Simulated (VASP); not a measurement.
Write the native input for VASP 6.6.1 that does the following.

```yaml
Task: single point
Functional: PBE
Potentials_or_basis: VASP PAW PBE potentials, release 64 (Ca_sv, O)
Cutoff: 520 eV
k_mesh: 2 × 2 × 2, shifted
Occupations: fermi-dirac, width 0.2241 eV
Spin: no spin polarisation
Dipole_correction: no
Further_INCAR_settings: LREAL = Auto; ALGO = Normal; EDIFF = 1e-07; NBANDS = 78
```

The structure of CaO lies in POSCAR:

```
CaO
1.0
    4.1208372650      0.0000000000     -4.9392951980
    4.1208372650      0.0000000000      4.9392951980
   -0.0000000001     -7.1374995127      0.0000000000
Ca O
8 8
Direct
    0.8982626871      0.6592494366      0.1578562630
    0.6215472749      0.3531160622      0.6675582943
    0.3656563989      0.1556150957      0.1879151092
    0.1736554144      0.8432236154      0.6738815171
    0.3919028651      0.5918787646      0.3101076219
    0.0934593981      0.3257156115      0.8686662590
    0.8351778754      0.1361929268      0.3380308462
    0.6000122943      0.8598497709      0.8095584441
    0.1312962940      0.4276808876      0.1542325850
    0.8438924197      0.1418730301      0.6852123760
    0.6822534140      0.8952131497      0.1670456156
    0.4043829116      0.6366945986      0.6192965747
    0.1558831249      0.9008535817      0.3510338593
    0.8544728908      0.6693167170      0.8182589701
    0.6219015907      0.3853842430      0.3156068867
    0.3568340304      0.1312585272      0.8553087799
```

This cell differs from its parent crystal: dynamics (nvt nose hoover) at 2600 K, volume x 1.1, from the last frame before.

These files were run (other wordings do the same):

INCAR

```
SYSTEM = CaO
PREC = Accurate
ENCUT = 520
EDIFF = 1E-7
ISMEAR = -1
SIGMA = 0.2241
LREAL = Auto
LASPH = .TRUE.
NELM = 60
ALGO = Normal
ISIF = 2
LWAVE = .FALSE.
LCHARG = .FALSE.
GGA = PE
NBANDS = 78
```

KPOINTS

```
Automatic mesh
0
Gamma
  2 2 2
  0.5 0.5 0.5
```

Potentials or basis: VASP PAW PBE potentials, release 64 (Ca_sv, O).

Run with:

```bash
$ cat potpaw_PBE.64/Ca_sv/POTCAR potpaw_PBE.64/O/POTCAR > POTCAR
$ mpirun -np 1 vasp_std > vasp.out
```

Results of the run:

```
Pressure               : -0.7 GPa
Largest force          : 3.340 eV/Å
Band gap on the k mesh : 3.44 eV (least direct gap 3.58 eV)
```

Caveat: the atoms stand as in a frame of molecular dynamics; a shifted mesh leaves out Γ, where band edges can lie; forces of over 1 eV/Å act on the atoms, so gaps and moduli don't describe the material at rest.

Run time: 2.6 min on 1 thread of Intel(R) Xeon(R) Platinum 8259CL CPU @ 2.50GHz (Skylake/Cascade Lake), with other jobs on the host, peak memory 0.36 GiB.
